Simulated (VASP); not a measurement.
Write the native input for VASP 6.6.1 that does the following.

* Task: single point
* Functional: PBEsol
* Potentials or basis: VASP PAW PBE potentials, release 64 (Hg)
* Cutoff: 520 eV
* k mesh: 12 × 12 × 12
* Occupations: gaussian, width 0.1 eV
* Spin: no spin polarisation
* Dipole correction: no
* Further INCAR settings: ALGO = Fast; EDIFF = 1e-06; NBANDS = 19

The structure of Hg lies in POSCAR:

```
Hg
1.0
    3.7807521512      0.0000000000      0.0000000000
    0.0000000000      3.7807521512      0.0000000000
    0.0000000000      0.0000000000      3.3093315658
Hg
2
Direct
    0.0000000000      0.0000000000      0.0000000000
    0.5000000000      0.5000000000      0.5000000000
```

This cell differs from its parent crystal: strain along c alone, the other axes held: -1.0 %.

One way to write it, as run:

INCAR

```
SYSTEM = Hg
  ALGO = Fast
  EDIFF = 1E-6
  ENCUT = 520
  GGA = PS
  ISIF = 2
  ISMEAR = 0
  LASPH = .TRUE.
  LCHARG = .TRUE.
  LELF = .TRUE.
  LREAL = .FALSE.
  LVHAR = .TRUE.
  LWAVE = .FALSE.
  NBANDS = 19
  NELM = 100
  PREC = Accurate
  SIGMA = 0.1
```

KPOINTS

```
k-points
0
G
  12 12 12
  0 0 0
```

Potentials or basis: VASP PAW PBE potentials, release 64 (Hg).

Launch:

```console
$ cat potpaw_PBE.64/Hg/POTCAR > POTCAR
$ mpirun -np 1 vasp_std > vasp.out
```

Results of the run:

```yaml
Pressure: 0.6 GPa
Band_gap_on_the_k_mesh: zero (band 12 reaches 5.31 eV, above the bottom of band 13 at 0.78 eV)
```

Caveat: the cell differs from its parent crystal (strain along c alone, the other axes held: -1.0 %); the PAW data sets were made with another functional, which shifts forces and pressure a little; spin-orbit coupling is left out, which moves the levels of the heavy elements.

It took 90 s on 1 thread of Intel Xeon 6975P-C (shared host), peak memory 0.26 GiB.
